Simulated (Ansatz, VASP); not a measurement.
# ZrNbGe2 in VASP and in Ansatz

```xyz
4
Lattice="-2.4665 2.4665 2.9284 2.4665 -2.4665 2.9284 2.4665 2.4665 -2.9284" Properties=species:S:1:pos:R:3 pbc="T T T"
Zr    0.0000    0.0000    2.9284
Nb    0.0000    0.0000    0.0000
Ge    0.0000    2.4665    1.4642
Ge    2.4665    0.0000    1.4642
```

Alike in both runs: task relaxation of cell and atoms; functional PBE; k mesh 6 × 6 × 6; occupations gaussian, width 0.1 eV; no spin polarisation.

```csv
,VASP,Ansatz
version,VASP 6.6.1,Ansatz 0.2.0
potentials or method,"VASP PAW PBE potentials, release 64 (Zr_sv, Nb_sv, Ge_d), cutoff 600 eV","scalar-relativistic, plane waves, PAW"
valence electrons in the cell,53,53
```

VASP gave:

| Item | Value |
| --- | --- |
| gap on the k mesh at the Fermi level, each at its own relaxed structure (eV) | none |
| relaxed volume (Å³/atom) | 17.86 |
| relaxed cell length with the largest relative difference (Å) | 4.558 |

What did Ansatz give for the same quantities?

gap on the k mesh at the Fermi level, each at its own relaxed structure (eV): none; relaxed volume (Å³/atom): 17.81; relaxed cell length with the largest relative difference (Å): 4.554.

A gap of «none» marks a metal or a gap that the smearing closes.
